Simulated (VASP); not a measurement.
Runs of VASP 6.6.1 on Ca. The structure is that of space group Im-3m (No. 229), or close to it. The cells are those of the table. This isn't the form of Ca at room conditions, which is fcc.

```csv
level,cell,k mesh,cutoff (eV),smearing,grid for exact exchange (PRECFOCK),share of exact exchange,gap on the mesh (eV),pressure (GPa)
r2SCAN+D3(BJ),"a = 3.804 Å, angles 109.4, 109.4, 109.6°, 1 atom",9 × 9 × 9,520,fermi-dirac 0.05 eV,-,-,none,0.1
r2SCAN,"a = 3.560 Å, angles 109.3, 109.3, 109.7°, 1 atom",9 × 9 × 9,520,fermi-dirac 0.05 eV,-,-,none,5.1
r2SCAN0,"a = 3.913 Å, angles 109.4, 109.4, 109.7°, 1 atom",6 × 6 × 6,440,methfessel-paxton 0.05 eV,Normal,0.25,none,(a)
r2SCAN,"a = 3.707 Å, angles 109.4, 109.4, 109.7°, 1 atom",9 × 9 × 9,520,fermi-dirac 0.05 eV,-,-,none,2.1
```

Alike in all rows: task single point; potentials or basis VASP PAW PBE potentials, release 64 (Ca_sv); no spin polarisation.

Q: Fill in the values left out.

A: (a) -0.5.

Caveats: the PAW data sets were made with another functional, which shifts forces and pressure a little; the cell stands under pressure (at least some runs).

A gap of «none» marks levels without a gap at the run's occupations.
